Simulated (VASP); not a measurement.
# MnS (P6_3mc) in VASP: notebook

Runs on MnS. Level: BLYP. Tasks: single point.

Program: VASP 6.6.1. These are calculated values, not measurements. Logs are shortened: lines on timing, memory, paths and dates and some standing lists are left out, and cuts for length are marked.

## Step 1: The cell of the first run

It takes space group P6_3mc (No. 186, hexagonal). The conventional cell has a = 3.980 Å, b = 3.980 Å, c = 6.385 Å, α = 90.00°, β = 90.00°, γ = 120.00°. Mn (site symmetry 3m) has 4 S at 2.38 to 2.44 Å within 3.1 Å. S (site symmetry 3m) has 4 Mn at 2.38 to 2.44 Å within 3.1 Å.

## Step 2: Single point, BLYP, collinear spin, ferromagnetic start

Contents of INCAR:

```
SYSTEM = MnS
  PREC = Accurate
  ENCUT = 520
  EDIFF = 1E-6
  ISMEAR = -1
  SIGMA = 0.05
  LREAL = .FALSE.
  LASPH = .TRUE.
  NELM = 150
  ALGO = Normal
  ISIF = 2
  LWAVE = .FALSE.
  LCHARG = .TRUE.
  ISPIN = 2
  MAGMOM = 4 4 0 0
  LORBIT = 11
  LMAXMIX = 4
  GGA = B5
  ALDAX = 1.0
  AGGAX = 1.0
  AGGAC = 1.0
  ALDAC = 0.0
  LELF = .TRUE.
  LVHAR = .TRUE.
  NBANDS = 31
```

Contents of KPOINTS:

```
regular mesh
0
G
  8 8 4
  0 0 0
```

Contents of POSCAR:

```
MnS
1.0
    3.9797603150      0.0000000000      0.0000000000
   -1.9898801575      3.4465735338      0.0000000000
    0.0000000000      0.0000000000      6.3845335865
Mn S
2 2
Direct
    0.6666666667      0.3333333333      0.4988446700
    0.3333333333      0.6666666667      0.9988446700
    0.3333333333      0.6666666667      0.6261543000
    0.6666666667      0.3333333333      0.1261543000
```

Potentials or basis: VASP PAW PBE potentials, release 64 (Mn_pv, S).

On the command line:

```
$ cat potpaw_PBE.64/Mn_pv/POTCAR potpaw_PBE.64/S/POTCAR > POTCAR
$ mpirun -np 1 vasp_std > vasp.out
```

OUTCAR:

```text
SYSTEM = MnS
   PREC = Accurate
   ENCUT = 520
   EDIFF = 1E-6
   ISMEAR = -1
   LREAL = .FALSE.
   LASPH = .TRUE.
   NELM = 150
   ISIF = 2
   ISPIN = 2
   LORBIT = 11
   GGA = B5

 ion  position               nearest neighbor table
   1  0.667  0.333  0.499-   4 2.38   3 2.44   3 2.44   3 2.44
   2  0.333  0.667  0.999-   3 2.38   4 2.44   4 2.44   4 2.44
   3  0.333  0.667  0.626-   2 2.38   1 2.44   1 2.44   1 2.44
   4  0.667  0.333  0.126-   1 2.38   2 2.44   2 2.44   2 2.44

  LATTYP: Found a hexagonal cell.
 ALAT       =     3.9797603150
 C/A-ratio  =     1.6042507792

  Lattice vectors:

 A1 = (   3.9797603150,   0.0000000000,   0.0000000000)
 A2 = (  -1.9898801575,   3.4465735338,   0.0000000000)
 A3 = (   0.0000000000,   0.0000000000,   6.3845335865)

Analysis of symmetry for initial positions (statically):
=====================================================================
 Subroutine PRICEL returns:
 Original cell was already a primitive cell.

 Routine SETGRP: Setting up the symmetry group for a
 hexagonal supercell.

 Subroutine GETGRP returns: Found 12 space group operations
 (whereof  6 operations were pure point group operations)
 out of a pool of 24 trial point group operations.

The static configuration has the point symmetry C_3v.
 The point group associated with its full space group is C_6v.

Analysis of symmetry for dynamics (positions and initial velocities):
=====================================================================
 Subroutine PRICEL returns:
 Original cell was already a primitive cell.

 Routine SETGRP: Setting up the symmetry group for a
 hexagonal supercell.

 Subroutine GETGRP returns: Found 12 space group operations
 (whereof  6 operations were pure point group operations)
 out of a pool of 24 trial point group operations.

The dynamic configuration has the point symmetry C_3v.
 The point group associated with its full space group is C_6v.

Analysis of structural, dynamic, and magnetic symmetry:
=====================================================================
 Subroutine PRICEL returns:
 Original cell was already a primitive cell.

 Routine SETGRP: Setting up the symmetry group for a
 hexagonal supercell.

 Subroutine GETGRP returns: Found 12 space group operations
 (whereof  6 operations were pure point group operations)
 out of a pool of 24 trial point group operations.

The overall configuration has the point symmetry C_3v.
 The point group associated with its full space group is C_6v.

 Subroutine INISYM returns: Found 12 space group operations
 (whereof  6 operations are pure point group operations),
 and found     1 'primitive' translations

----------------------------------------------------------------------------------------

                                     Primitive cell

  volume of cell :      87.5737

  direct lattice vectors                    reciprocal lattice vectors
     3.979760315  0.000000000  0.000000000     0.251271414  0.145071618  0.000000000
    -1.989880158  3.446573534  0.000000000     0.000000000  0.290143237  0.000000000
     0.000000000  0.000000000  6.384533586     0.000000000  0.000000000  0.156628513

  length of vectors
     3.979760315  3.979760315  6.384533586     0.290143237  0.290143237  0.156628513

  position of ions in fractional coordinates (direct lattice)
     0.666666667  0.333333333  0.498844670
     0.333333333  0.666666667  0.998844670
     0.333333333  0.666666667  0.626154300
     0.666666667  0.333333333  0.126154300

  ion indices of the primitive-cell ions
   primitive index   ion index
                 1           1
                 2           2
                 3           3
                 4           4

----------------------------------------------------------------------------------------

 KPOINTS: regular mesh

Automatic generation of k-mesh.
 Grid dimensions read from file:
 generate k-points for:    8    8    4

 Generating k-lattice:

  Cartesian coordinates                     Fractional coordinates (reciprocal lattice)
     0.031408927  0.018133952  0.000000000     0.125000000  0.000000000  0.000000000
     0.000000000  0.036267905  0.000000000     0.000000000  0.125000000  0.000000000
     0.000000000  0.000000000  0.039157128     0.000000000  0.000000000  0.250000000

  Length of vectors
     0.036267905  0.036267905  0.039157128

  Shift w.r.t. Gamma in fractional coordinates (k-lattice)
     0.000000000  0.000000000  0.000000000

 Subroutine IBZKPT returns following result:
 ===========================================

 Found     30 irreducible k-points:

 Following reciprocal coordinates:
            Coordinates               Weight
  0.000000  0.000000  0.000000      1.000000
  0.125000  0.000000  0.000000      6.000000
  0.250000  0.000000  0.000000      6.000000
  0.375000  0.000000  0.000000      6.000000
  0.500000  0.000000  0.000000      3.000000
  0.125000  0.125000  0.000000      6.000000
[... 16 lines left out ...]
  0.250000  0.000000  0.500000      6.000000
  0.375000  0.000000  0.500000      6.000000
 [... further k-points ...]
   k-points           NKPTS =     30   k-points in BZ     NKDIM =     30   number of bands    NBANDS=     31
   number of dos      NEDOS =    301   number of ions     NIONS =      4
   total plane-waves  NPLWV =  43200
   dimension x,y,z NGX =    30 NGY =   30 NGZ =   48
   dimension x,y,z NGXF=    60 NGYF=   60 NGZF=   96
   ions per type =               2   2
   NGX,Y,Z   is equivalent  to a cutoff of  12.53, 12.53, 12.50 a.u.
   NGXF,Y,Z  is equivalent  to a cutoff of  25.06, 25.06, 25.00 a.u.
 SYSTEM =  MnS
   PREC   = accura    normal or accurate (medium, high low for compatibility)
   ISTART =      0    job   : 0-new  1-cont  2-samecut
   ICHARG =      2    charge: 1-file 2-atom 10-const
   ISPIN  =      2    spin polarized calculation?
   LNONCOLLINEAR =      F non collinear calculations
   LSORBIT =      F    spin-orbit coupling
   LASPH  =      T    aspherical Exc in radial PAW
   ENCUT  =  520.0 eV  38.22 Ry    6.18 a.u.   7.40  7.40 11.87*2*pi/ulx,y,z
   NELM   =    150;   NELMIN=  2; NELMDL= -5     # of ELM steps
   EDIFF  = 0.1E-05   stopping-criterion for ELM
   LREAL  =      F    real-space projection
   EDIFFG = 0.1E-04   stopping-criterion for IOM
   NSW    =      0    number of steps for IOM
   IBRION =     -1    ionic relax: 0-MD 1-quasi-New 2-CG
   NFREE  =      0    steps in history (QN), initial steepest desc. (CG)
   ISIF   =      2    stress and relaxation
   ISYM   =      2    0-nonsym 1-usesym 2-fastsym
   POTIM  = 0.5000    time-step for ionic-motion
   TEBEG  =    0.0;   TEEND  =   0.0 temperature during run
   PSTRESS=    0.0 pullay stress
   NELECT =      38.0000    total number of electrons
   NUPDOWN=      -1.0000    fix difference up-down
   EMIN   =  10.00;   EMAX   =-10.00  energy-range for DOS
   EFERMI =   0.00;   METHOD = LEGACY
   ISMEAR =    -1;   SIGMA  =   0.05  broadening in eV -4-tet -1-fermi 0-gaus
   EFERMI_NEDOS =   21; number of points for ismear=-14 and -15
   IALGO  =     38    algorithm
   IMIX   =      4    mixing-type and parameters
     AMIX     =   0.40;   BMIX     =  1.00
     AMIX_MAG =   1.60;   BMIX_MAG =  1.00
  volume/ion in A,a.u.               =      21.89       147.74
  Fermi-wavevector in a.u.,A,eV,Ry     =   1.239400  2.342126 20.900077  1.536112
  Thomas-Fermi vector in A             =   2.373885
   LORBIT       =     11    0 simple, 1 ext, 2 COOP (PROOUT), +10 PAW based schemes
   GGA     = B5    functional components
   LHFCALC =     F    Hartree Fock is set to
   AEXX    =    0.0000 exact exchange contribution
   IVDW    =     0    specifies the selected vdW correction
   LEPSILON=     F    determine dielectric tensor
   LRPA    =     F    only Hartree local field effects (RPA)
 spin polarized calculation
  energy-cutoff  :      520.00
  volume of cell :       87.57
 maximum number of plane-waves:      2388
 NGX is ok and might be reduce to    30
   NGX = 15   NGY = 15   NGZ = 23

 number of electron      37.9999991 magnetization       9.7968972

 Free energy of the ion-electron system (eV)
  ---------------------------------------------------
  ext. energy  EPLUGINS =         0.00000000
  ---------------------------------------------------
  free energy    TOTEN  =       -25.47584600 eV

  energy without entropy =      -25.46101808  energy(sigma->0) =      -25.46843204

 E-fermi :   4.8690     XC(G=0):  -8.8064

 val. band max:        4.8675053368   @ k =   0.1250   0.0000   0.2500
 cond. band min:       4.8706038507   @ k =   0.2500   0.1250   0.0000
 fundamental gap:      0.0030985139
 Fermi energy:         4.8690105452

 spin component 1

 k-point     1 :       0.0000    0.0000    0.0000
  band No.  band energies     occupation
      1     -45.5822      1.00000
      2     -45.5822      1.00000
      3     -45.5816      1.00000
      4     -45.5816      1.00000
      5     -45.5682      1.00000
      6     -45.5646      1.00000
[... 23 lines left out ...]
     30      12.0360      0.00000
     31      12.0360      0.00000
[... 751 lines left out ...]
      1     -45.5840      1.00000
      2     -45.5840      1.00000
      3     -45.5824      1.00000
      4     -45.5824      1.00000
      5     -45.5661      1.00000
      6     -45.5661      1.00000
[... 23 lines left out ...]
     30      12.3079      0.00000
     31      12.7162      0.00000

 [... further k-points ...]

 spin component 2

 k-point     1 :       0.0000    0.0000    0.0000
  band No.  band energies     occupation
      1     -41.1805      1.00000
      2     -41.1805      1.00000
      3     -41.1796      1.00000
      4     -41.1796      1.00000
      5     -41.1771      1.00000
      6     -41.1718      1.00000
[... 23 lines left out ...]
     30      12.8366      0.00000
     31      12.8366      0.00000
[... 751 lines left out ...]
      1     -41.1832      1.00000
      2     -41.1832      1.00000
      3     -41.1808      1.00000
      4     -41.1808      1.00000
      5     -41.1740      1.00000
      6     -41.1740      1.00000
[... 23 lines left out ...]
     30      12.9910      0.00000
     31      13.4702      0.00000

 [... further k-points ...]
[... 5 lines left out ...]
  --------------------------------------------------------------------------------------
  -------------------------------------------------------------------------------------
  Total        1.8919302      1.8919302      3.3333347      0.0000000      0.0000000      0.0000000
  in kB       34.6132236     34.6132236     60.9839946      0.0000000      0.0000000      0.0000000
  external PRESSURE =      43.4034806 kB  Pullay stress =       0.0000000 kB

 VOLUME and BASIS-vectors are now :
 -----------------------------------------------------------------------------
  energy-cutoff  :      520.00
  volume of cell :       87.57
      direct lattice vectors                 reciprocal lattice vectors
     3.979760315  0.000000000  0.000000000     0.251271414  0.145071618  0.000000000
    -1.989880158  3.446573534  0.000000000     0.000000000  0.290143237  0.000000000
     0.000000000  0.000000000  6.384533586     0.000000000  0.000000000  0.156628513

 POSITION                                       TOTAL-FORCE (eV/Angst)
 -----------------------------------------------------------------------------------
      1.98988      1.14886      3.18489         0.000000      0.000000      0.275561
     -0.00000      2.29772      6.37716        -0.000000      0.000000      0.275561
     -0.00000      2.29772      3.99770        -0.000000     -0.000000     -0.275561
      1.98988      1.14886      0.80544        -0.000000      0.000000     -0.275561
 -----------------------------------------------------------------------------------
    total drift:                                0.000001      0.000002      0.002386

  FREE ENERGIE OF THE ION-ELECTRON SYSTEM (eV)
  ---------------------------------------------------
  free  energy   TOTEN  =       -25.4758460019 eV

  energy  without entropy=      -25.4610180824  energy(sigma->0) =      -25.46843204

 total charge

# of ion       s       p       d       tot
------------------------------------------
    1        0.262   6.211   4.940  11.414
    2        0.262   6.211   4.940  11.414
    3        1.327   2.468   0.000   3.795
    4        1.327   2.468   0.000   3.795
--------------------------------------------------
tot          3.178  17.360   9.881  30.418

 magnetization (x)

# of ion       s       p       d       tot
------------------------------------------
    1        0.040   0.060   4.185   4.285
    2        0.040   0.060   4.185   4.285
    3        0.016   0.112   0.000   0.128
    4        0.016   0.112   0.000   0.128
--------------------------------------------------
tot          0.111   0.344   8.371   8.825
```

It took 82 s on 1 thread of Intel Xeon 6975P-C (Granite Rapids), shared host; peak memory 0.3 GiB.

Results:

```
Free energy                                           : -25.4758 eV
Pressure                                              : 4.3 GPa
Largest force                                         : 0.276 eV/Å
Net moment                                            : 9.80 μB per cell
Site moments                                          : Mn +4.29; S +0.13 μB
Valence electrons inside the program's atomic spheres : Mn 11.41; S 3.79
```

Forces in eV/Å, atoms in the order of the input:
```
Mn   0.000  0.000  0.276
Mn   0.000  0.000  0.276
S    0.000  0.000 -0.276
S    0.000  0.000 -0.276
```

Caveat: the cell stands under pressure; the PAW data sets were made with another functional, which shifts forces and pressure a little; semilocal functionals often make such compounds metallic where correlation or magnetic order opens a gap, which also shifts bond lengths; the run started ferromagnetic, and an antiferromagnetic order may lie lower in energy. With open d or f shells a metallic result of BLYP can be an artefact of self-interaction; +U or a hybrid may open a gap.

(Part 1 of 2 ends here.)
